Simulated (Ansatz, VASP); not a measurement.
**Two plane-wave programs on Ru**

Contents of INCAR:

```
  PREC = Accurate
  ENCUT = 600
  EDIFF = 1E-6
  ISMEAR = 0
  SIGMA = 0.1
  LREAL = F
  LASPH = T
  NELM = 80
  ALGO = Normal
  ISIF = 3
  LWAVE = F
  LCHARG = F
  GGA = PE
  IBRION = 2
  NSW = 80
  EDIFFG = -0.01
```

Contents of KPOINTS:

```
Automatic mesh
0
Gamma
  14 14 14
```

The input POSCAR:

```
Ru
1.0
    0.0000000000      2.7254704363      2.7254704363
    2.7254704363      0.0000000000      2.7254704363
    2.7254704363      2.7254704363      0.0000000000
Ru
2
Direct
    0.0000000000      0.0000000000      0.0000000000
    0.2500000000      0.2500000000      0.2500000000
```

Input for Ansatz:

```yaml
crystal:
  lattice:
    - [0.0, 2.7254704363, 2.7254704363]
    - [2.7254704363, 0.0, 2.7254704363]
    - [2.7254704363, 2.7254704363, 0.0]
  atoms:
    - { symbol: Ru, position: [0.0, 0.0, 0.0] }
    - { symbol: Ru, position: [0.25, 0.25, 0.25] }
basis:
  ecutwfc: 420
kpoints:
  mp_grid: { grid: [14, 14, 14] }
hamiltonian:
  xc: pbe
scf:
  occupations: { method: gaussian, width: 0.1 }
output:
  forces: true
  stress: true
  eigenvalues: true
relax:
  adjacent_minimum: "off"
  f_tol: 0.01
  max_steps: 60
  cell: { stress_tol: 0.1 }
```

Alike in both runs: task relaxation of cell and atoms; functional PBE; k mesh 14 × 14 × 14; occupations gaussian, width 0.1 eV; no spin polarisation.

|  | VASP | Ansatz |
| --- | --- | --- |
| version | VASP 6.6.1 | Ansatz 0.2.0 |
| potentials or method | VASP PAW PBE potentials, release 64 (Ru_pv), cutoff 600 eV | scalar-relativistic, plane waves, PAW |
| valence electrons in the cell | 28 | 32 |

```csv
,VASP,Ansatz,Ansatz less VASP
"gap on the k mesh at the Fermi level, each at its own relaxed structure (eV)",none,none,-
relaxed volume (Å³/atom),20.31,20.28,-0.027
relaxed cell length with the largest relative difference (Å),3.858,3.857,-0.0017
```

A gap of «none» marks a metal or a gap that the smearing closes. VASP's potentials hold 28 valence electrons a cell and Ansatz's 32, so a difference there can come from the potentials and not from the codes.
